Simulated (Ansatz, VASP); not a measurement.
# Two plane-wave programs on VN

INCAR

```
PREC     = Accurate       # precision mode
ENCUT    = 600            # plane-wave cutoff, eV
EDIFF    = 1E-6           # SCF threshold, eV
ISMEAR   = -1             # smearing method
SIGMA    = 0.1            # smearing width, eV
LREAL    = F              # projectors in reciprocal space
LASPH    = T              # aspherical terms in the spheres
NELM     = 120            # most SCF steps
ALGO     = Normal         # electronic algorithm
ISIF     = 2              # what is computed and relaxed
LWAVE    = F              # write WAVECAR
LCHARG   = T              # write CHGCAR
GGA      = PS             # functional
LELF     = T              # ELF
LVHAR    = T            
NBANDS   = 16             # bands
GGA_COMPAT= F
```

KPOINTS

```
regular mesh
0
Gamma
  17 17 17
```

POSCAR

```
VN
1.0
    0.0000000000      2.0372070951      2.0372070951
    2.0372070951      0.0000000000      2.0372070951
    2.0372070951      2.0372070951      0.0000000000
V N
1 1
Direct
    0.0000000000      0.0000000000      0.0000000000
    0.5000000000      0.5000000000      0.5000000000
```

Input for Ansatz:

```yaml
crystal:
  lattice:
    - [0.0, 2.0372070951, 2.0372070951]
    - [2.0372070951, 0.0, 2.0372070951]
    - [2.0372070951, 2.0372070951, 0.0]
  atoms:
    - { symbol: V, position: [0.0, 0.0, 0.0] }
    - { symbol: "N", position: [0.5, 0.5, 0.5] }
kpoints:
  mp_grid: { grid: [17, 17, 17] }
  band_path:
    path:
      - [0.0, 0.0, 0.0]
      - [0.5, 0.0, 0.5]
      - [0.625, 0.25, 0.625]
      - [0.375, 0.375, 0.75]
      - [0.0, 0.0, 0.0]
      - [0.5, 0.5, 0.5]
      - [0.5, 0.25, 0.75]
      - [0.5, 0.0, 0.5]
    npoints: 8
scf:
  occupations: { method: fermi_dirac, width: 0.1 }
hamiltonian:
  xc: pbesol
  pseudopotentials: { kind: paw }
output:
  forces: true
  stress: true
  eigenvalues: true
  populations: true
  dos: { projected: true, de: 0.2, e_range: [-14, 8] }
```

Change from the starting cell: volume scaled by 1, PAW files.

Alike in both runs: task single point; functional PBEsol; k mesh 17 × 17 × 17; occupations fermi-dirac, width 0.1 eV; no spin polarisation.

|  | VASP | Ansatz |
| --- | --- | --- |
| version | VASP 6.6.1 | Ansatz 0.2.0 |
| potentials or method | VASP PAW PBE potentials, release 64 (V_sv, N) | PAW with Ansatz's default frozen-core files, scalar-relativistic |
| plane-wave cutoff (eV) | 600 | 420 |
| valence electrons in the cell | 18 | 18 |

VASP gave:

* pressure (GPa): 0.5

Problem. Estimate Ansatz's values.

Solution. Pressure (GPa): 0.0.

VASP's potentials were made for PBE, not for PBEsol. The functional is the same, so the differences come from potentials, cutoffs and numerics.
